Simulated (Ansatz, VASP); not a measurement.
Two plane-wave programs on FeO

File INCAR:

```
PREC     = Accurate       # precision mode
ENCUT    = 520            # plane-wave cutoff, eV
EDIFF    = 1E-6           # SCF threshold, eV
ISMEAR   = -1             # smearing method
SIGMA    = 0.05           # smearing width, eV
LREAL    = False          # projectors in reciprocal space
LASPH    = True           # aspherical terms in the spheres
NELM     = 150            # most SCF steps
ALGO     = Normal         # electronic algorithm
ISIF     = 2              # what is computed and relaxed
LWAVE    = False          # write WAVECAR
LCHARG   = False          # write CHGCAR
ISPIN    = 2              # spin polarisation
MAGMOM   = 3.8 0          # initial moments
LORBIT   = 11             # projections on sites
NUPDOWN  = 3.8            # fixed moment
LMAXMIX  = 4              # l up to which the mixer works
GGA      = PE             # functional
NBANDS   = 18             # bands
```

The input KPOINTS:

```
regular mesh
0
Gamma
  9 9 9
```

Contents of POSCAR:

```
FeO
1.0
    0.0000000000      2.1554000000      2.1554000000
    2.1554000000      0.0000000000      2.1554000000
    2.1554000000      2.1554000000      0.0000000000
Fe O
1 1
Direct
    0.0000000000      0.0000000000      0.0000000000
    0.5000000000      0.5000000000      0.5000000000
```

The input input.yaml:

```yaml
crystal:
  lattice:
    - [0.0, 2.1554, 2.1554]
    - [2.1554, 0.0, 2.1554]
    - [2.1554, 2.1554, 0.0]
  atoms:
    - { symbol: Fe, position: [0.0, 0.0, 0.0], spin: 3.8 }
    - { symbol: O, position: [0.5, 0.5, 0.5] }
hamiltonian:
  xc: pbe
  pseudopotentials: { kind: paw }
magnetization:
  spin_polarized: true
  initial_magnetization: 3.8
  spin_locking: { lock_magnetization: hard }
kpoints:
  mp_grid: { grid: [9, 9, 9] }
scf:
  occupations: { method: fermi_dirac, width: 0.05 }
  lower_state_search: "off"
output:
  forces: true
  stress: true
  eigenvalues: true
```

Alike in both runs: task single point; functional PBE; k mesh 9 × 9 × 9; occupations fermi-dirac, width 0.05 eV; collinear spin; fixed moment 3.8 μB.

|  | VASP | Ansatz |
| --- | --- | --- |
| version | VASP 6.6.1 | Ansatz 0.2.0 |
| potentials or method | VASP PAW PBE potentials, release 64 (Fe, O) | Ansatz PAW |
| plane-wave cutoff (eV) | 520 | 420 |
| valence electrons in the cell | 14 | 22 |

```tsv
	VASP	Ansatz	Ansatz less VASP
pressure (GPa)	-2.6	-2.7	-0.11
net moment per atom (μB)	1.90	1.90	0.000
size of the moment on the site where the two differ most (μB)	3.48	3.31	-0.166
```

Site moments also hang on the region over which each program counts them. VASP's potentials hold 14 valence electrons a cell and Ansatz's 22, so a difference there can come from the potentials and not from the codes.
